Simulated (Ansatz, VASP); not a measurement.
**CdI2 in VASP and in Ansatz**

The input INCAR:

```
ALGO     = Normal         # electronic algorithm
EDIFF    = 1E-8           # SCF threshold, eV
ENCUT    = 400            # plane-wave cutoff, eV
GGA      = PS             # functional
GGA_COMPAT= F            
ISIF     = 2              # what is computed and relaxed
ISMEAR   = -1             # smearing method
LASPH    = T              # aspherical terms in the spheres
LCHARG   = F              # write CHGCAR
LEFG     = T            
LREAL    = F              # projectors in reciprocal space
LWAVE    = F              # write WAVECAR
NBANDS   = 20             # bands
NELM     = 120            # most SCF steps
PREC     = Accurate       # precision mode
SIGMA    = 0.03           # smearing width, eV
```

KPOINTS

```
k-points
0
Gamma
  8 8 5
```

Contents of POSCAR:

```
CdI2
1.0
    4.2298051314      0.0000000000      0.0000000000
   -2.1149025656      3.6631186968      0.0000000000
    0.0000000000      0.0000000000      6.8360600293
Cd I
1 2
Direct
    0.0000000000      0.0000000000      0.0000000000
    0.3333333333      0.6666666667      0.2492000000
    0.6666666667      0.3333333333      0.7508000000
```

Input for Ansatz:

```yaml
crystal:
  lattice:
    - [4.2298051314, 0.0, 0.0]
    - [-2.1149025656, 3.6631186968, 0.0]
    - [0.0, 0.0, 6.8360600293]
  atoms:
    - { symbol: Cd, position: [0.0, 0.0, 0.0] }
    - { symbol: I, position: [0.3333333333, 0.6666666667, 0.2492] }
    - { symbol: I, position: [0.6666666667, 0.3333333333, 0.7508] }
kpoints:
  mp_grid: { grid: [8, 8, 5] }
scf:
  occupations: { method: fermi_dirac, width: 0.03 }
hamiltonian:
  xc: pbesol
  pseudopotentials: { kind: all_electron, datasets: crystal }
output:
  forces: true
  stress: true
  eigenvalues: true
  efg: { contact_densities: true }
```

Change from the starting cell: volume scaled by 0.99, crystal datasets.

Alike in both runs: task electric field gradients; functional PBEsol; k mesh 8 × 8 × 5; occupations fermi-dirac, width 0.03 eV; no spin polarisation.

|  | VASP | Ansatz |
| --- | --- | --- |
| version | VASP 6.6.1 | Ansatz 0.2.0 |
| potentials or method | VASP PAW PBE potentials, release 64 (Cd, I), cutoff 400 eV | all-electron PAW with datasets made for the crystal, scalar-relativistic |

Ansatz gave:

| Item | Value |
| --- | --- |
| gap on the k mesh at the Fermi level (eV) | 2.31 |
| pressure (GPa) | -0.1 |
| traceless stress, the component that is largest in VASP (GPa) | 0.11 |
| rms of the force components (eV/Å) | 0.018 |
| size of Vzz on the site where it differs most (V/Å²) | 57.6 |

**Question.** What did VASP give for the same quantities?

**Answer.** gap on the k mesh at the Fermi level (eV): 2.29; pressure (GPa): -0.1; traceless stress, the component that is largest in VASP (GPa): 0.10; rms of the force components (eV/Å): 0.006; size of Vzz on the site where it differs most (V/Å²): 56.2.

VASP's potentials were made for PBE, not for PBEsol. Atom by atom the forces differ by 0.012 eV/Å (rms over components). Ansatz ran all-electron here, and VASP with PAW potentials.

Spin-orbit coupling is off throughout.
